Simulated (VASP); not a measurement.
A run of VASP 6.6.1 is set up as follows.

Contents of INCAR:

```
SYSTEM = AlCo
  PREC = Accurate
  ENCUT = 600
  EDIFF = 1E-6
  ISMEAR = -1
  SIGMA = 0.05
  LREAL = .FALSE.
  LASPH = .TRUE.
  NELM = 200
  ALGO = Normal
  ISIF = 2
  LWAVE = .FALSE.
  LCHARG = .TRUE.
  ISPIN = 2
  MAGMOM = 1.5 0
  LORBIT = 11
  NUPDOWN = 1.5
  LMAXMIX = 4
  GGA = PS
  LELF = .TRUE.
  LVHAR = .TRUE.
  NBANDS = 21
  GGA_COMPAT = .FALSE.
```

The input KPOINTS:

```
Automatic mesh
0
G
  8 8 8
  0 0 0
```

Contents of POSCAR:

```
AlCo
1.0
    2.8194032100      0.0000000000      0.0000000000
    0.0000000000      2.8194032100      0.0000000000
    0.0000000000      0.0000000000      2.8194032100
Co Al
1 1
Direct
    0.5000000000      0.5000000000      0.5000000000
    0.0000000000      0.0000000000      0.0000000000
```

Potentials or basis: VASP PAW PBE potentials, release 64 (Co_sv, Al).

Command:

```sh
$ cat potpaw_PBE.64/Co_sv/POTCAR potpaw_PBE.64/Al/POTCAR > POTCAR
$ mpirun -np 1 vasp_std > vasp.out
```

Question: Estimate the pressure.

Answer: 11.1 GPa.

Caveat: the PAW data sets were made with another functional, which shifts forces and pressure a little; the total moment is fixed, so each spin has its own Fermi level.
